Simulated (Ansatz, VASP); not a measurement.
One calculation of RbBr, two programs

The input INCAR:

```
SYSTEM = RbBr
  ALGO = Normal
  EDIFF = 1E-6
  ENCUT = 500
  GGA_COMPAT = .FALSE.
  ISIF = 2
  ISMEAR = 0
  LASPH = .TRUE.
  LCHARG = .TRUE.
  LELF = .TRUE.
  LREAL = .FALSE.
  LVHAR = .TRUE.
  LWAVE = .FALSE.
  NBANDS = 15
  NELM = 120
  PREC = Accurate
  SIGMA = 0.01
```

Contents of KPOINTS:

```
k-points
0
G
  4 4 4
  0 0 0
```

File POSCAR:

```
RbBr
1.0
    0.0000000000      3.3806835115      3.3806835115
    3.3806835115      0.0000000000      3.3806835115
    3.3806835115      3.3806835115      0.0000000000
Rb Br
1 1
Direct
    0.0000000000      0.0000000000      0.0000000000
    0.5000000000      0.5000000000      0.5000000000
```

Input for Ansatz:

```yaml
crystal:
  lattice:
    - [0.0, 3.3806835114922085, 3.3806835114922085]
    - [3.3806835114922085, 0.0, 3.3806835114922085]
    - [3.3806835114922085, 3.3806835114922085, 0.0]
  atoms:
    - { symbol: Rb, position: [0.0, 0.0, 0.0] }
    - { symbol: Br, position: [0.5, 0.5, 0.5] }
kpoints:
  mp_grid:
    grid: [4, 4, 4]
hamiltonian:
  xc: lda
  pseudopotentials:
    kind: all_electron
    lapw: {}
scf:
  n_extra_bands: 12
  self_checks: high
  lower_state_search: standard
  occupations:
    method: fixed
```

Alike in both runs: task single point; functional LDA; k mesh 4 × 4 × 4; no spin polarisation.

|  | VASP | Ansatz |
| --- | --- | --- |
| version | VASP 6.6.1 | Ansatz 0.2.0 |
| potentials or method | VASP PAW LDA potentials, release 64 (Rb_sv, Br), cutoff 500 eV | all-electron (LAPW or listed datasets) |
| occupations | gaussian, width 0.01 eV | fixed |

Ansatz gave:

| Item | Value |
| --- | --- |
| gap on the k mesh at the Fermi level (eV) | 4.05 |

Which values does VASP return?

gap on the k mesh at the Fermi level (eV): 4.06.

LDA's correlation is that of Perdew and Zunger in VASP and of Perdew and Wang (1992) in Ansatz. Ansatz ran all-electron here, and VASP with PAW potentials.
